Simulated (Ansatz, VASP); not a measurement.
**Si: VASP beside Ansatz**

File INCAR:

```
SYSTEM = Si
PREC = Accurate ; ENCUT = 520
EDIFF = 1E-6 ; ISMEAR = 0
SIGMA = 0.15 ; LREAL = .FALSE.
LASPH = .TRUE. ; NELM = 100
ALGO = Normal ; ISIF = 2
LWAVE = .FALSE. ; LCHARG = .FALSE.
GGA = CA ; NBANDS = 11
```

Contents of KPOINTS:

```
regular mesh
0
G
  24 24 14
  0 0 0
```

The input POSCAR:

```
Si
1.0
   -1.6356629409     -1.6356629409      1.3048122898
   -1.6356629409      1.6356629409      1.3048122898
   -3.2713258818      0.0000000000     -2.6096245796
Si
2
Direct
    0.5057622754      0.5057622754      0.5007508248
   -0.0057622754     -0.0057622754     -0.0007508248
```

Input for Ansatz:

```yaml
crystal:
  lattice:
    - [-1.6356629409, -1.6356629409, 1.3048122898]
    - [-1.6356629409, 1.6356629409, 1.3048122898]
    - [-3.2713258818, 0.0, -2.6096245796]
  atoms:
    - { symbol: Si, position: [0.5057622754, 0.5057622754, 0.5007508248] }
    - { symbol: Si, position: [-0.0057622754, -0.0057622754, -0.0007508248] }
basis:
  ecutwfc: 420
kpoints:
  mp_grid: { grid: [24, 24, 14] }
hamiltonian:
  xc: lda
scf:
  occupations: { method: gaussian, width: 0.15 }
output:
  forces: true
  stress: true
  eigenvalues: true
```

Change from the starting cell: mode 4 (76.0 1/cm) frozen in, largest displacement +0.025 Å.

Alike in both runs: task single point; functional LDA; k mesh 24 × 24 × 14; occupations gaussian, width 0.15 eV; no spin polarisation.

|  | VASP | Ansatz |
| --- | --- | --- |
| version | VASP 6.6.1 | Ansatz 0.2.0 |
| potentials or method | VASP PAW LDA potentials, release 64 (Si), cutoff 520 eV | scalar-relativistic, plane waves, PAW |
| valence electrons in the cell | 8 | 8 |

|  | VASP | Ansatz | Ansatz less VASP |
| --- | --- | --- | --- |
| gap on the k mesh at the Fermi level (eV) | none | none | - |
| pressure (GPa) | 0.0 | -0.1 | -0.06 |
| traceless stress, the component that is largest in VASP (GPa) | -0.23 | -0.24 | -0.009 |
| rms of the force components (eV/Å) | 0.009 | 0.009 | 0.0000 |

LDA's correlation is that of Perdew and Zunger in VASP and of Perdew and Wang (1992) in Ansatz. Atom by atom the forces differ by 0.000 eV/Å (rms over components). A gap of «none» marks a metal or a gap that the smearing closes.
